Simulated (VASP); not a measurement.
# Ti (I4/mmm) in VASP: a series of runs, part 2 of 3

VASP 6.6.1. Earlier steps stand in the parts before.

## (4) Single point, PBE (strain +0.0100 x Voigt [1, 0, 0, 0, 0, 0])

The input, INCAR:

```
PREC = Accurate ; ENCUT = 520
EDIFF = 1E-6 ; ISMEAR = 0
SIGMA = 0.15 ; LREAL = F
LASPH = T ; NELM = 100
ALGO = Fast ; ISIF = 2
LWAVE = F ; LCHARG = T
GGA = PE ; LELF = T
LVHAR = T ; NBANDS = 12
```

The input, KPOINTS:

```
Automatic mesh
0
Gamma
  20 20 20
```

The input, POSCAR:

```
Ti
1.0
   -1.6574100000      1.6410000000      1.6410000000
    1.6574100000     -1.6410000000      1.6410000000
    1.6574100000      1.6410000000     -1.6410000000
Ti
1
Direct
    0.0000000000      0.0000000000      0.0000000000
```

Potentials or basis: VASP PAW PBE potentials, release 64 (Ti_sv).

On the command line:

```
$ cat potpaw_PBE.64/Ti_sv/POTCAR > POTCAR
$ mpirun -np 1 vasp_std > vasp.out
```

OUTCAR:

```text
PREC = Accurate
   ENCUT = 520
   EDIFF = 1E-6
   ISMEAR = 0
   LREAL = F
   LASPH = T
   NELM = 100
   ISIF = 2
   GGA = PE

 ion  position               nearest neighbor table
   1  0.000  0.000  0.000-

  LATTYP: Found a body centered tetragonal cell.
 ALAT       =     3.2820000000
 C/A-ratio  =     1.0100000000

  Lattice vectors:

 A1 = (  -1.6574100000,   1.6410000000,  -1.6410000000)
 A2 = (  -1.6574100000,  -1.6410000000,   1.6410000000)
 A3 = (   1.6574100000,   1.6410000000,   1.6410000000)

Analysis of symmetry for initial positions (statically):
=====================================================================
 Subroutine PRICEL returns:
 Original cell was already a primitive cell.

 Routine SETGRP: Setting up the symmetry group for a
 body centered tetragonal supercell.

 Subroutine GETGRP returns: Found 16 space group operations
 (whereof 16 operations were pure point group operations)
 out of a pool of 16 trial point group operations.

The static configuration has the point symmetry D_4h.

Analysis of symmetry for dynamics (positions and initial velocities):
=====================================================================
[... 163 lines left out ...]
 Fermi energy:         7.8048463697

 k-point     1 :       0.0000    0.0000    0.0000
  band No.  band energies     occupation
      1     -48.7831      2.00000
      2     -24.6704      2.00000
      3     -24.6704      2.00000
      4     -24.6695      2.00000
      5       1.9114      2.00000
      6       8.7444      0.00000
      7       8.7444      0.00000
      8       8.8123      0.00000
      9      10.4238      0.00000
     10      10.5030      0.00000
     11      24.9050      0.00000
     12      25.0778      0.00000
[... 331 lines left out ...]
 k-point    24 :       0.1000    0.1000    0.0000
  band No.  band energies     occupation
      1     -48.7518      2.00000
      2     -24.8390      2.00000
      3     -24.7101      2.00000
      4     -24.6856      2.00000
      5       2.8711      2.00000
      6       8.4053      0.00000
      7       8.4903      0.00000
      8       9.4850      0.00000
      9      10.1183      0.00000
     10      10.5407      0.00000
     11      23.4526      0.00000
     12      24.1736      0.00000

 [... further k-points ...]
[... 5 lines left out ...]
  --------------------------------------------------------------------------------------
  -------------------------------------------------------------------------------------
  Total       -0.3820184     -0.4105653     -0.4105653      0.0000000      0.0000000     -0.0000000
  in kB      -34.2837091    -36.8456046    -36.8456046      0.0000000      0.0000000     -0.0000000
  external PRESSURE =     -35.9916394 kB  Pullay stress =       0.0000000 kB

 VOLUME and BASIS-vectors are now :
 -----------------------------------------------------------------------------
  energy-cutoff  :      520.00
  volume of cell :       17.85
      direct lattice vectors                 reciprocal lattice vectors
    -1.657410000  1.641000000  1.641000000     0.000000000  0.304692261  0.304692261
     1.657410000 -1.641000000  1.641000000     0.301675506  0.000000000  0.304692261
     1.657410000  1.641000000 -1.641000000     0.301675506  0.304692261  0.000000000

 POSITION                                       TOTAL-FORCE (eV/Angst)
 -----------------------------------------------------------------------------------
      0.00000      0.00000      0.00000        -0.000000      0.000000      0.000000
 -----------------------------------------------------------------------------------
    total drift:                                0.000000      0.000000     -0.000000

  FREE ENERGIE OF THE ION-ELECTRON SYSTEM (eV)
  ---------------------------------------------------
  free  energy   TOTEN  =        -7.7306395758 eV

  energy  without entropy=       -7.7031204086  energy(sigma->0) =       -7.71687999
```

OSZICAR:

```text
N       E                     dE             d eps       ncg     rms          rms(c)
DAV:   1     0.869870698721E+02    0.86987E+02   -0.65464E+03 15420   0.120E+03
DAV:   2    -0.448980830686E+01   -0.91477E+02   -0.89134E+02 15636   0.297E+02
DAV:   3    -0.873192190416E+01   -0.42421E+01   -0.41925E+01 21512   0.651E+01
[... 12 lines left out ...]
RMM:  16    -0.773063239198E+01   -0.70118E-05   -0.55487E-05 21006   0.494E-02    0.140E-03
RMM:  17    -0.773063565648E+01   -0.32645E-05   -0.29318E-05 16892   0.293E-02    0.256E-03
RMM:  18    -0.773063788750E+01   -0.22310E-05   -0.19411E-05 14945   0.172E-02    0.172E-03
RMM:  19    -0.773063899500E+01   -0.11075E-05   -0.10950E-05 13799   0.121E-02    0.211E-03
RMM:  20    -0.773063957583E+01   -0.58084E-06   -0.56329E-06 12912   0.924E-03
   1 F= -.77306396E+01 E0= -.77168800E+01  d E =-.275192E-01
```

Wall time 4.7 min (1 thread of Intel Xeon 8259CL, shared host); peak memory 0.25 GiB.

Results:

| Quantity | Value |
| --- | --- |
| Free energy | -7.7306 eV |
| Pressure | -3.6 GPa |
| Band gap on the k mesh | zero (band 6 reaches 8.74 eV, above the bottom of band 7 at 7.17 eV) |

Stress tensor (GPa, compression positive):
```
-3.43  0.00  0.00
 0.00 -3.68  0.00
 0.00  0.00 -3.68
```

Levels at points of the mesh, in eV from the Fermi level:
| k point | band 3 | band 4 | band 5 | band 6 | band 7 | band 8 | band 9 | band 10 |
| --- | --- | --- | --- | --- | --- | --- | --- | --- |
| (0.00, 0.00, 0.00) | -32.48 | -32.47 | -5.89 | 0.94 | 0.94 | 1.01 | 2.62 | 2.70 |
| (0.50, 0.00, 0.00) | -32.67 | -32.48 | -2.39 | -0.42 | 1.10 | 2.69 | 3.00 | 4.12 |
| (0.00, 0.50, 0.00) | -32.67 | -32.48 | -2.39 | -0.34 | 1.04 | 2.61 | 2.97 | 4.11 |
| (0.50, 0.50, 0.50) | -32.90 | -32.90 | -2.03 | -2.00 | 3.77 | 3.79 | 3.79 | 7.97 |

Caveat: the cell differs from its parent crystal (strain +0.0100 x Voigt [1, 0, 0, 0, 0, 0]).

## (5) Single point, PBE (strain +0.0150 x Voigt [1, 0, 0, 0, 0, 0])

The input, INCAR:

```
SYSTEM = Ti
ALGO = Normal ; EDIFF = 1E-6
ENCUT = 520 ; GGA = PE
ISIF = 2 ; ISMEAR = 0
LASPH = .True. ; LCHARG = .False.
LREAL = .False. ; LWAVE = .False.
NBANDS = 12 ; NELM = 100
PREC = Accurate ; SIGMA = 0.15
```

The input, KPOINTS:

```
k-points
0
Gamma
  20 20 20
  0 0 0
```

The input, POSCAR:

```
Ti
1.0
   -1.6656150000      1.6410000000      1.6410000000
    1.6656150000     -1.6410000000      1.6410000000
    1.6656150000      1.6410000000     -1.6410000000
Ti
1
Direct
    0.0000000000      0.0000000000      0.0000000000
```

Potentials or basis: VASP PAW PBE potentials, release 64 (Ti_sv).

On the command line:

```
$ cat potpaw_PBE.64/Ti_sv/POTCAR > POTCAR
$ mpirun -np 1 vasp_std > vasp.out
```

OUTCAR:

```text
SYSTEM = Ti
   EDIFF = 1E-6
   ENCUT = 520
   GGA = PE
   ISIF = 2
   ISMEAR = 0
   LASPH = .True.
   LREAL = .False.
   NELM = 100
   PREC = Accurate

 ion  position               nearest neighbor table
   1  0.000  0.000  0.000-

  LATTYP: Found a body centered tetragonal cell.
 ALAT       =     3.2820000000
 C/A-ratio  =     1.0150000000

  Lattice vectors:

 A1 = (  -1.6656150000,   1.6410000000,  -1.6410000000)
[... 531 lines left out ...]
      2     -24.9019      2.00000
      3     -24.7748      2.00000
      4     -24.7511      2.00000
      5       2.8295      2.00000
      6       8.3424      0.00000
      7       8.4478      0.00000
      8       9.4229      0.00000
      9      10.0605      0.00000
     10      10.4724      0.00000
     11      23.3568      0.00000
     12      24.0726      0.00000

 [... further k-points ...]
[... 5 lines left out ...]
  --------------------------------------------------------------------------------------
  -------------------------------------------------------------------------------------
  Total       -0.4210133     -0.4633931     -0.4633931      0.0000000      0.0000000      0.0000000
  in kB      -37.5971213    -41.3817058    -41.3817058      0.0000000      0.0000000      0.0000000
  external PRESSURE =     -40.1201777 kB  Pullay stress =       0.0000000 kB

 VOLUME and BASIS-vectors are now :
 -----------------------------------------------------------------------------
  energy-cutoff  :      520.00
  volume of cell :       17.94
      direct lattice vectors                 reciprocal lattice vectors
    -1.665615000  1.641000000  1.641000000     0.000000000  0.304692261  0.304692261
     1.665615000 -1.641000000  1.641000000     0.300189420  0.000000000  0.304692261
     1.665615000  1.641000000 -1.641000000     0.300189420  0.304692261  0.000000000

 POSITION                                       TOTAL-FORCE (eV/Angst)
 -----------------------------------------------------------------------------------
      0.00000      0.00000      0.00000        -0.000000     -0.000000      0.000000
 -----------------------------------------------------------------------------------
    total drift:                                0.000000      0.000000     -0.000000

  FREE ENERGIE OF THE ION-ELECTRON SYSTEM (eV)
  ---------------------------------------------------
  free  energy   TOTEN  =        -7.7287051282 eV

  energy  without entropy=       -7.7009974499  energy(sigma->0) =       -7.71485129
```

OSZICAR:

```text
N       E                     dE             d eps       ncg     rms          rms(c)
DAV:   1     0.867129996433E+02    0.86713E+02   -0.65504E+03 15460   0.120E+03
DAV:   2    -0.440906133055E+01   -0.91122E+02   -0.88724E+02 15748   0.295E+02
DAV:   3    -0.873989566724E+01   -0.43308E+01   -0.42736E+01 21320   0.654E+01
DAV:   4    -0.882997562463E+01   -0.90080E-01   -0.89988E-01 17352   0.836E+00
DAV:   5    -0.883199166522E+01   -0.20160E-02   -0.20160E-02 18136   0.115E+00    0.806E+00
DAV:   6    -0.772162240843E+01    0.11104E+01   -0.27506E+00 16600   0.230E+01    0.198E+00
DAV:   7    -0.772005831286E+01    0.15641E-02   -0.66112E-02 18028   0.261E+00    0.122E+00
DAV:   8    -0.772824577377E+01   -0.81875E-02   -0.33191E-02 16244   0.208E+00    0.950E-02
DAV:   9    -0.772868832259E+01   -0.44255E-03   -0.20465E-03 18356   0.423E-01    0.689E-02
DAV:  10    -0.772872399405E+01   -0.35671E-04   -0.23128E-04 16364   0.158E-01    0.149E-02
DAV:  11    -0.772870437826E+01    0.19616E-04   -0.24906E-05 17948   0.766E-02    0.689E-03
DAV:  12    -0.772870512823E+01   -0.74997E-06   -0.13894E-06 15124   0.139E-02
   1 F= -.77287051E+01 E0= -.77148513E+01  d E =-.277077E-01
```

stdout:

```text
POSCAR found type information on POSCAR Ti
 POSCAR found :  1 types and       1 ions
 scaLAPACK will be used
 LDA part: xc-table for (Slater+PW92), standard interpolation
 POSCAR, INCAR and KPOINTS ok, starting setup
 FFT: planning ... GRIDC
 FFT: planning ... GRID_SOFT
 FFT: planning ... GRID
 WAVECAR not read
 entering main loop
```

It took 2.3 min on 1 thread of Intel Xeon 8259CL, shared host; peak memory 0.25 GiB.

Results:

```
Free energy            : -7.7287 eV
Pressure               : -4.0 GPa
Band gap on the k mesh : zero (band 6 reaches 8.68 eV, above the bottom of band 7 at 7.13 eV)
```

Stress tensor (GPa, compression positive):
```
-3.76  0.00  0.00
 0.00 -4.14  0.00
 0.00  0.00 -4.14
```

Levels at points of the mesh, in eV from the Fermi level:
| k point | band 2 | band 3 | band 4 | band 5 | band 6 | band 7 | band 8 | band 9 | band 10 | band 11 |
| --- | --- | --- | --- | --- | --- | --- | --- | --- | --- | --- |
| (0.00, 0.00, 0.00) | -32.49 | -32.49 | -32.49 | -5.88 | 0.92 | 0.92 | 1.02 | 2.58 | 2.70 | 17.01 |
| (0.50, 0.00, 0.00) | -33.09 | -32.69 | -32.50 | -2.37 | -0.45 | 1.11 | 2.70 | 2.99 | 4.10 | 8.48 |
| (0.00, 0.50, 0.00) | -33.10 | -32.68 | -32.49 | -2.38 | -0.32 | 1.01 | 2.58 | 2.95 | 4.08 | 8.38 |
| (0.50, 0.50, 0.50) | -32.92 | -32.90 | -32.90 | -2.02 | -1.98 | 3.74 | 3.76 | 3.76 | 7.84 | 8.26 |

Caveat: the cell differs from its parent crystal (strain +0.0150 x Voigt [1, 0, 0, 0, 0, 0]).

## (6) Single point, PBE (strain +0.0200 x Voigt [1, 0, 0, 0, 0, 0])

The input, INCAR:

```
SYSTEM = Ti
ALGO = Normal
EDIFF = 1E-6
ENCUT = 520
GGA = PE
ISIF = 2
ISMEAR = 0
LASPH = .TRUE.
LCHARG = .FALSE.
LREAL = .FALSE.
LWAVE = .FALSE.
NBANDS = 12
NELM = 60
PREC = Accurate
SIGMA = 0.15
```

The input, KPOINTS:

```
k-points
0
G
  20 20 20
  0 0 0
```

The input, POSCAR:

```
Ti
1.0
   -1.6738200000      1.6410000000      1.6410000000
    1.6738200000     -1.6410000000      1.6410000000
    1.6738200000      1.6410000000     -1.6410000000
Ti
1
Direct
    0.0000000000      0.0000000000      0.0000000000
```

Potentials or basis: VASP PAW PBE potentials, release 64 (Ti_sv).

On the command line:

```
$ cat potpaw_PBE.64/Ti_sv/POTCAR > POTCAR
$ mpirun -np 1 vasp_std > vasp.out
```

Run time: 2.3 min. Hardware: 1 thread of Intel Xeon 8259CL, shared host; peak memory 0.25 GiB.

It converged, with:

```
Free energy            : -7.7266 eV
Pressure               : -4.5 GPa
Band gap on the k mesh : zero (band 6 reaches 8.63 eV, above the bottom of band 7 at 7.09 eV)
```

Stress tensor (GPa, compression positive):
```
-4.12  0.00  0.00
 0.00 -4.62  0.00
 0.00  0.00 -4.62
```

Levels at points of the mesh, in eV from the Fermi level:
```
           k point  band 2  band 3  band 4  band 5  band 6  band 7  band 8  band 9  band 10  band 11
(0.00, 0.00, 0.00)  -32.51  -32.51  -32.51   -5.87    0.91    0.91    1.04    2.55     2.70    16.92
(0.50, 0.00, 0.00)  -33.10  -32.70  -32.52   -2.36   -0.47    1.12    2.71    2.99     4.08     8.45
(0.00, 0.50, 0.00)  -33.10  -32.69  -32.51   -2.37   -0.31    0.99    2.54    2.94     4.05     8.31
(0.50, 0.50, 0.50)  -32.93  -32.91  -32.91   -2.01   -1.96    3.71    3.74    3.74     7.72     8.26
```

Caveat: the cell differs from its parent crystal (strain +0.0200 x Voigt [1, 0, 0, 0, 0, 0]).

[end of part 2 of 3]
